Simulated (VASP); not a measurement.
Crystal: Al.

```
Al
1.0
    -1.55874    1.55874    1.55874
     1.55874   -1.55874    1.55874
     1.55874    1.55874   -1.55874
Al
1
Direct
  0.00000 0.00000 0.00000
```

Base run:

| Quantity | Value |
| --- | --- |
| Program | VASP 6.6.1 |
| Functional | r2SCAN |
| Potentials or basis | VASP PAW PBE potentials, release 64 (Al) |
| Cutoff | 520 eV |
| k mesh | 12 × 12 × 12 |
| Occupations | fermi-dirac, width 0.05 eV |
| Spin | no spin polarisation |

Its results: pressure 6.0 GPa.

Task: The run is repeated on the same cell with these changes: functional from r2SCAN to PBE; further incar settings from ALGO = Normal; EDIFF = 1e-06; NBANDS = 8 to ALGO = Normal; EDIFF = 1e-07; NBANDS = 8. What comes out?

Result: Pressure 9.7 GPa.

Caveats: the PAW data sets were made with another functional, which shifts forces and pressure a little (some runs).
